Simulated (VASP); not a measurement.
# ErAlF2: single point with PBE

The system is ErAlF2.

```
Er Al F
1.0
     3.41325    0.00000    0.00000
     0.00000    4.35919    0.00000
     0.00000    0.00000    4.84597
Er Al F
1 1 2
Direct
  0.00000 0.50000 0.50000
  0.50000 0.00000 0.00000
  0.14432 0.00000 0.00000
  0.85568 0.00000 0.00000
```

The cell was built from a structure type or drawn by symmetry, and may not be a known phase.

- Program: VASP 6.6.1
- Task: single point
- Functional: PBE
- Potentials or basis: VASP PAW PBE potentials, release 64 (Er_3, Al, F), 4f in core
- Cutoff: 600 eV
- k mesh: 6 × 4 × 4
- Occupations: gaussian, width 0.1 eV
- Spin: no spin polarisation

- Pressure: 130.9 GPa
- Largest force: 17.146 eV/Å
- Band gap on the k mesh: zero (bands 13 and 14 overlap by 2.58 eV)

Forces on the atoms (eV/Å):
```
Er    0.000   0.000   0.000
Al    0.000   0.000   0.000
F    17.146   0.000   0.000
F   -17.146   0.000   0.000
```

Stress tensor (GPa, compression positive):
```
390.61   0.00   0.00
  0.00  -1.81   0.00
  0.00   0.00   4.01
```

Levels at points of the mesh, in eV from the Fermi level:
```csv
k point,band 9,band 10,band 11,band 12,band 13,band 14,band 15,band 16,band 17,band 18
"(0.00, 0.00, 0.00)",-13.55,-13.53,-5.74,-1.25,-0.25,0.12,0.84,1.29,3.70,3.74
"(0.50, 0.00, 0.00)",-13.46,-13.46,-3.13,-2.19,-0.27,0.43,0.51,1.88,2.86,3.69
"(0.00, 0.50, 0.00)",-13.56,-13.53,-3.87,-3.32,-0.69,-0.15,2.32,2.87,3.24,3.28
"(0.50, 0.50, 0.00)",-13.50,-13.45,-2.81,-0.45,-0.27,0.19,1.03,1.31,2.23,3.05
"(0.00, 0.00, 0.50)",-13.55,-13.54,-4.07,-3.83,-0.09,0.08,1.76,3.21,3.23,3.39
"(0.50, 0.00, 0.50)",-13.47,-13.45,-3.18,-0.74,-0.35,0.57,0.73,1.86,2.44,2.47
"(0.00, 0.50, 0.50)",-13.56,-13.54,-2.84,-2.22,-2.07,-1.78,1.16,3.02,3.39,3.47
"(0.50, 0.50, 0.50)",-13.50,-13.47,-1.37,-1.36,-0.99,0.12,1.53,2.13,2.24,2.39
```

Wall time 23 s on 1 thread of Intel(R) Xeon(R) 6975P-C (Granite Rapids) (shared host), peak memory 0.23 GiB.

Caveat: the k points lie up to 0.36 Å⁻¹ apart, too coarse for converged energies and pressures of a metal; the standard files for N, O and F lose accuracy on very short bonds; atoms lie so close that the PAW spheres overlap strongly, which falsifies energies and pressures; spin-orbit coupling is left out, which moves the levels of the heavy elements; the 4f electrons are frozen in the core, so they carry no moment and show no levels; the run has no spin polarisation, though such a crystal can be magnetic; forces of over 1 eV/Å act on the atoms, so gaps and moduli don't describe the material at rest. With open d or f shells a metallic result of PBE can be an artefact of self-interaction; +U or a hybrid may open a gap.
